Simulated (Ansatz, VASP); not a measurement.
## C: VASP beside Ansatz

INCAR

```
  PREC = Accurate
  ENCUT = 910
  EDIFF = 1E-6
  ISMEAR = 0
  SIGMA = 0.01
  LREAL = False
  LASPH = True
  NELM = 120
  ALGO = Normal
  ISIF = 2
  LWAVE = False
  LCHARG = True
  LELF = True
  LVHAR = True
  NBANDS = 11
  GGA_COMPAT = False
```

File KPOINTS:

```
Automatic mesh
0
Gamma
  12 12 12
```

Contents of POSCAR:

```
C
1.0
    0.0000000000      1.7801243542      1.7801243542
    1.7801243542      0.0000000000      1.7801243542
    1.7801243542      1.7801243542      0.0000000000
C
2
Direct
    0.0000000000      0.0000000000      0.0000000000
    0.2500000000      0.2500000000      0.2500000000
```

Input for Ansatz:

```yaml
crystal:
  lattice:
    - [0.0, 1.7801243542, 1.7801243542]
    - [1.7801243542, 0.0, 1.7801243542]
    - [1.7801243542, 1.7801243542, 0.0]
  atoms:
    - { symbol: C, position: [0.0, 0.0, 0.0] }
    - { symbol: C, position: [0.25, 0.25, 0.25] }
kpoints:
  mp_grid: { grid: [12, 12, 12] }
  band_path:
    path:
      - [0.0, 0.0, 0.0]
      - [0.5, 0.0, 0.5]
      - [0.625, 0.25, 0.625]
      - [0.375, 0.375, 0.75]
      - [0.5, 0.5, 0.5]
      - [0.5, 0.25, 0.75]
      - [0.35, 0.0, 0.35]
    npoints: 1
hamiltonian:
  xc: lda
scf:
  occupations: { method: fixed }
  n_extra_bands: 4
output:
  forces: true
  stress: true
  eigenvalues: true
```

Alike in both runs: task single point; functional LDA; k mesh 12 × 12 × 12; no spin polarisation.

```csv
,VASP,Ansatz
version,VASP 6.6.1,Ansatz 0.2.0
potentials or method,"VASP PAW LDA potentials, release 64 (C_h)","plane waves, PAW"
plane-wave cutoff (eV),910,420
occupations,"gaussian, width 0.01 eV",fixed
valence electrons in the cell,8,8
```

```tsv
	VASP	Ansatz	Ansatz less VASP
gap on the k mesh at the Fermi level (eV)	4.14	4.14	+0.002
```

LDA's correlation is that of Perdew and Zunger in VASP and of Perdew and Wang (1992) in Ansatz.

Noted on VASP's run: the cutoff is short for stress, so the pressure is rough.
